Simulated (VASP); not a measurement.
# SnO (Cmc2_1) in VASP: single point with PBE

Aim: the single point of SnO with PBE.

All numbers are computed with VASP 6.6.1; they aren't measurements. Logs are shortened: lines on timing, memory, paths and dates and some standing lists are left out, and cuts for length are marked.

**1. The cell of the first run**

The typed cell holds 8 atoms: a = 3.799 Å, b = 3.799 Å, c = 11.120 Å, α = 90.00°, β = 90.00°, γ = 97.68°.

**2. Single point, PBE**

Contents of INCAR:

```
SYSTEM = SnO
ALGO = Normal ; EDIFF = 1E-6
ENCUT = 910 ; GGA = PE
GGA_COMPAT = .FALSE. ; ISIF = 2
ISMEAR = -1 ; LASPH = .TRUE.
LCHARG = .FALSE. ; LREAL = .FALSE.
LWAVE = .FALSE. ; NBANDS = 50
NELM = 120 ; PREC = Accurate
SIGMA = 0.02
```

Contents of KPOINTS:

```
k-points
0
G
  5 5 2
  0 0 0
```

Contents of POSCAR:

```
SnO
1.0
    2.5000000000     -2.8600000000      0.0000000000
    2.5000000000      2.8600000000      0.0000000000
    0.0000000000      0.0000000000     11.1200000000
Sn O
4 4
Direct
    0.0003428597     -0.0003428597     -0.0141992363
   -0.0003428597      0.0003428597      0.4858007637
    0.4993878555      0.5006121445      0.2711873318
    0.5006121445      0.4993878555      0.7711873318
    0.9995427657      0.5002350979      0.3785059523
    0.0004572343      0.4997649021      0.8785059523
    0.4997649021      0.0004572343      0.3785059523
    0.5002350979      0.9995427657      0.8785059523
```

Potentials or basis: VASP PAW PBE potentials, release 64 (Sn_d, O_h).

Started as:

```
> cat potpaw_PBE.64/Sn_d/POTCAR potpaw_PBE.64/O_h/POTCAR > POTCAR
> mpirun -np 1 vasp_std > vasp.out
```

OUTCAR:

```text
SYSTEM = SnO
   EDIFF = 1E-6
   ENCUT = 910
   GGA = PE
   ISIF = 2
   ISMEAR = -1
   LASPH = .TRUE.
   LREAL = .FALSE.
   NELM = 120
   PREC = Accurate

 ion  position               nearest neighbor table
   1  0.000  1.000  0.986-   6 2.24   8 2.24   6 2.24   8 2.24   4 3.46   4 3.46   4 3.72   4 3.73

   2  1.000  0.000  0.486-   5 2.24   7 2.24   7 2.24   5 2.24   3 3.46   3 3.46   3 3.72   3 3.73

   3  0.499  0.501  0.271-   5 2.24   7 2.24   5 2.24   7 2.24   2 3.46   2 3.46   2 3.72   2 3.73

   4  0.501  0.499  0.771-   6 2.24   8 2.24   8 2.24   6 2.24   1 3.46   1 3.46   1 3.72   1 3.73

   5  1.000  0.500  0.379-   3 2.24   2 2.24   2 2.24   3 2.24
   6  0.000  0.500  0.879-   4 2.24   1 2.24   1 2.24   4 2.24
   7  0.500  0.000  0.379-   3 2.24   2 2.24   2 2.24   3 2.24
   8  0.500  1.000  0.879-   4 2.24   1 2.24   1 2.24   4 2.24

  LATTYP: Found a base centered orthorhombic cell.
 ALAT       =     5.0000000000
 B/A-ratio  =     1.1440000000
 C/A-ratio  =     2.2240000000

  Lattice vectors:

 A1 = (   2.5000000000,  -2.8600000000,   0.0000000000)
 A2 = (   2.5000000000,   2.8600000000,   0.0000000000)
 A3 = (   0.0000000000,   0.0000000000,  11.1200000000)

Analysis of symmetry for initial positions (statically):
=====================================================================
 Subroutine PRICEL returns:
 Original cell was already a primitive cell.

 Routine SETGRP: Setting up the symmetry group for a
 base centered orthorhombic supercell.

 Subroutine GETGRP returns: Found  4 space group operations
 (whereof  2 operations were pure point group operations)
 out of a pool of  8 trial point group operations.

The static configuration has the point symmetry C_1h.
 The point group associated with its full space group is C_2v.

Analysis of symmetry for dynamics (positions and initial velocities):
=====================================================================
 Subroutine PRICEL returns:
 Original cell was already a primitive cell.

 Routine SETGRP: Setting up the symmetry group for a
 base centered orthorhombic supercell.

 Subroutine GETGRP returns: Found  4 space group operations
 (whereof  2 operations were pure point group operations)
 out of a pool of  8 trial point group operations.

The dynamic configuration has the point symmetry C_1h.
 The point group associated with its full space group is C_2v.

 Subroutine INISYM returns: Found  4 space group operations
 (whereof  2 operations are pure point group operations),
 and found     1 'primitive' translations

----------------------------------------------------------------------------------------

                                     Primitive cell

  volume of cell :     159.0160

  direct lattice vectors                    reciprocal lattice vectors
     2.500000000 -2.860000000  0.000000000     0.200000000 -0.174825175  0.000000000
     2.500000000  2.860000000  0.000000000     0.200000000  0.174825175  0.000000000
     0.000000000  0.000000000 11.120000000     0.000000000  0.000000000  0.089928058

  length of vectors
     3.798631332  3.798631332 11.120000000     0.265638555  0.265638555  0.089928058

  position of ions in fractional coordinates (direct lattice)
     0.000342860  0.999657140  0.985800764
     0.999657140  0.000342860  0.485800764
     0.499387855  0.500612145  0.271187332
     0.500612145  0.499387855  0.771187332
     0.999542766  0.500235098  0.378505952
     0.000457234  0.499764902  0.878505952
     0.499764902  0.000457234  0.378505952
     0.500235098  0.999542766  0.878505952

  ion indices of the primitive-cell ions
   primitive index   ion index
                 1           1
                 2           2
                 3           3
                 4           4
                 5           5
                 6           6
                 7           7
                 8           8

----------------------------------------------------------------------------------------

 KPOINTS: k-points

Automatic generation of k-mesh.
 Grid dimensions read from file:
 generate k-points for:    5    5    2

 Generating k-lattice:

  Cartesian coordinates                     Fractional coordinates (reciprocal lattice)
     0.040000000 -0.034965035  0.000000000     0.200000000  0.000000000  0.000000000
     0.040000000  0.034965035  0.000000000     0.000000000  0.200000000  0.000000000
     0.000000000  0.000000000  0.044964029     0.000000000  0.000000000  0.500000000

  Length of vectors
     0.053127711  0.053127711  0.044964029

  Shift w.r.t. Gamma in fractional coordinates (k-lattice)
     0.000000000  0.000000000  0.000000000

 Subroutine IBZKPT returns following result:
 ===========================================

 Found     18 irreducible k-points:

 Following reciprocal coordinates:
            Coordinates               Weight
  0.000000  0.000000  0.000000      1.000000
  0.200000 -0.000000  0.000000      4.000000
  0.400000  0.000000  0.000000      4.000000
  0.200000  0.200000  0.000000      2.000000
  0.400000  0.200000  0.000000      4.000000
 -0.400000  0.200000  0.000000      4.000000
[... 10 lines left out ...]
  0.400000  0.400000  0.500000      2.000000
 -0.400000  0.400000  0.500000      2.000000
   k-points           NKPTS =     18   k-points in BZ     NKDIM =     18   number of bands    NBANDS=     50
   number of dos      NEDOS =    301   number of ions     NIONS =      8
   total plane-waves  NPLWV = 179200
   dimension x,y,z NGX =    40 NGY =   40 NGZ =  112
   dimension x,y,z NGXF=    80 NGYF=   80 NGZF=  224
   ions per type =               4   4
   NGX,Y,Z   is equivalent  to a cutoff of  17.51, 17.51, 16.74 a.u.
   NGXF,Y,Z  is equivalent  to a cutoff of  35.01, 35.01, 33.49 a.u.
 SYSTEM =  SnO
   PREC   = accura    normal or accurate (medium, high low for compatibility)
   ISTART =      0    job   : 0-new  1-cont  2-samecut
   ICHARG =      2    charge: 1-file 2-atom 10-const
   ISPIN  =      1    spin polarized calculation?
   LNONCOLLINEAR =      F non collinear calculations
   LSORBIT =      F    spin-orbit coupling
   LASPH  =      T    aspherical Exc in radial PAW
   ENCUT  =  910.0 eV  66.88 Ry    8.18 a.u.   9.34  9.34 27.35*2*pi/ulx,y,z
   NELM   =    120;   NELMIN=  2; NELMDL= -5     # of ELM steps
   EDIFF  = 0.1E-05   stopping-criterion for ELM
   LREAL  =      F    real-space projection
[... 7 lines left out ...]
   TEBEG  =    0.0;   TEEND  =   0.0 temperature during run
   PSTRESS=    0.0 pullay stress
   NELECT =      80.0000    total number of electrons
   NUPDOWN=      -1.0000    fix difference up-down
   EMIN   =  10.00;   EMAX   =-10.00  energy-range for DOS
   EFERMI =   0.00;   METHOD = LEGACY
   ISMEAR =    -1;   SIGMA  =   0.02  broadening in eV -4-tet -1-fermi 0-gaus
   EFERMI_NEDOS =   21; number of points for ismear=-14 and -15
   IALGO  =     38    algorithm
   IMIX   =      4    mixing-type and parameters
     AMIX     =   0.40;   BMIX     =  1.00
     AMIX_MAG =   1.60;   BMIX_MAG =  1.00
  volume/ion in A,a.u.               =      19.88       134.14
  Fermi-wavevector in a.u.,A,eV,Ry     =   1.302041  2.460500 23.066092  1.695310
  Thomas-Fermi vector in A             =   2.433135
   LORBIT       =      0    0 simple, 1 ext, 2 COOP (PROOUT), +10 PAW based schemes
   GGA     = PE    functional components
   LHFCALC =     F    Hartree Fock is set to
   AEXX    =    0.0000 exact exchange contribution
   IVDW    =     0    specifies the selected vdW correction
   LEPSILON=     F    determine dielectric tensor
   LRPA    =     F    only Hartree local field effects (RPA)
 non-spin polarized calculation
  energy-cutoff  :      910.00
  volume of cell :      159.02
 maximum number of plane-waves:      9950
 NGX is ok and might be reduce to    40
   NGX = 19   NGY = 19   NGZ = 55

 number of electron      80.0000000 magnetization

 Free energy of the ion-electron system (eV)
  ---------------------------------------------------
  ext. energy  EPLUGINS =         0.00000000
  ---------------------------------------------------
  free energy    TOTEN  =       -44.72922223 eV

  energy without entropy =      -44.72922223  energy(sigma->0) =      -44.72922223

 E-fermi :   6.3374     XC(G=0):  -9.5156

 val. band max:        5.8564911392   @ k =   0.0000   0.0000   0.0000
 cond. band min:       6.9574639755   @ k =   0.4000   0.4000   0.0000
 fundamental gap:      1.1009728363
 Fermi energy:         6.3374395406

 k-point     1 :       0.0000    0.0000    0.0000
  band No.  band energies     occupation
      1     -15.8466      2.00000
      2     -15.8435      2.00000
      3     -15.5152      2.00000
      4     -15.5066      2.00000
      5     -15.5033      2.00000
      6     -15.5022      2.00000
[... 42 lines left out ...]
     49      11.4436      0.00000
     50      11.7065      0.00000

 k-point     2 :       0.2000   -0.0000    0.0000
  band No.  band energies     occupation
      1     -15.8323      2.00000
      2     -15.8305      2.00000
      3     -15.5392      2.00000
      4     -15.5338      2.00000
      5     -15.5066      2.00000
      6     -15.4987      2.00000
[... 42 lines left out ...]
     49      11.4935      0.00000
     50      11.5162      0.00000

 k-point     3 :       0.4000    0.0000    0.0000
  band No.  band energies     occupation
      1     -15.7911      2.00000
      2     -15.7895      2.00000
      3     -15.6965      2.00000
      4     -15.6915      2.00000
      5     -15.4912      2.00000
      6     -15.4888      2.00000
[... 42 lines left out ...]
     49      11.8760      0.00000
     50      11.9427      0.00000

 k-point     4 :       0.2000    0.2000    0.0000
  band No.  band energies     occupation
      1     -15.8367      2.00000
      2     -15.8362      2.00000
      3     -15.5794      2.00000
      4     -15.5763      2.00000
      5     -15.4884      2.00000
      6     -15.4871      2.00000
[... 681 lines left out ...]
 k-point    17 :       0.4000    0.4000    0.5000
  band No.  band energies     occupation
      1     -15.8411      2.00000
      2     -15.8411      2.00000
      3     -15.7539      2.00000
      4     -15.7539      2.00000
      5     -15.4859      2.00000
      6     -15.4859      2.00000
[... 42 lines left out ...]
     49      11.4496      0.00000
     50      11.4510      0.00000

 k-point    18 :      -0.4000    0.4000    0.5000
  band No.  band energies     occupation
      1     -15.8172      2.00000
      2     -15.8172      2.00000
      3     -15.7787      2.00000
      4     -15.7787      2.00000
      5     -15.4873      2.00000
      6     -15.4873      2.00000
[... 42 lines left out ...]
     49      11.1013      0.00000
     50      11.1014      0.00000

------------------------ aborting loop because EDIFF is reached ----------------------------------------

  FORCE on cell =-STRESS in cart. coord.  units (eV):
  Direction    XX          YY          ZZ          XY          YZ          ZX
  --------------------------------------------------------------------------------------
  -------------------------------------------------------------------------------------
  Total       12.9322366     -6.0701447     -0.4595276      0.0000000      0.0000000      0.0000000
  in kB      130.2996952    -61.1601868     -4.6300036      0.0000000      0.0000000      0.0000000
  external PRESSURE =      21.5031683 kB  Pullay stress =       0.0000000 kB

 VOLUME and BASIS-vectors are now :
 -----------------------------------------------------------------------------
  energy-cutoff  :      910.00
  volume of cell :      159.02
      direct lattice vectors                 reciprocal lattice vectors
     2.500000000 -2.860000000  0.000000000     0.200000000 -0.174825175  0.000000000
     2.500000000  2.860000000  0.000000000     0.200000000  0.174825175  0.000000000
     0.000000000  0.000000000 11.120000000     0.000000000  0.000000000  0.089928058

 POSITION                                       TOTAL-FORCE (eV/Angst)
 -----------------------------------------------------------------------------------
      2.50000      2.85804     10.96210         0.000000      0.000758      0.084619
      2.50000     -2.85804      5.40210         0.000000     -0.000758      0.084619
      2.50000      0.00350      3.01560         0.000000     -0.004197     -0.083308
      2.50000     -0.00350      8.57560         0.000000      0.004197     -0.083308
      3.74944     -1.42802      4.20899         0.008383      0.002201     -0.000656
      1.25056      1.42802      9.76899        -0.008383     -0.002201     -0.000656
      1.25056     -1.42802      4.20899        -0.008383      0.002201     -0.000656
      3.74944      1.42802      9.76899         0.008383     -0.002201     -0.000656
 -----------------------------------------------------------------------------------
    total drift:                                0.000000      0.000000      0.002150

  FREE ENERGIE OF THE ION-ELECTRON SYSTEM (eV)
  ---------------------------------------------------
  free  energy   TOTEN  =       -44.7292222252 eV

  energy  without entropy=      -44.7292222252  energy(sigma->0) =      -44.72922223
```

Run time: 6.2 min. Hardware: 1 thread of Intel Xeon Platinum 8259CL at 2.50GHz (Skylake/Cascade Lake), shared host; peak memory 0.56 GiB.

Results:

```
Free energy            : -44.7292 eV
Pressure               : 2.2 GPa
Largest force          : 0.085 eV/Å
Band gap on the k mesh : 1.10 eV
```

Forces on the atoms (eV/Å):
```
Sn   0.000  0.001  0.085
Sn   0.000 -0.001  0.085
Sn   0.000 -0.004 -0.083
Sn   0.000  0.004 -0.083
O    0.008  0.002 -0.001
O   -0.008 -0.002 -0.001
O   -0.008  0.002 -0.001
O    0.008 -0.002 -0.001
```

Caveat: the cutoff is under 1.25 times the usual one of these potentials, so pressure, stress and relaxed cells hold a basis-set (Pulay) error; spin-orbit coupling is left out, which moves the levels of the heavy elements; an odd mesh through Γ misses points on the zone boundary, where band edges can lie.
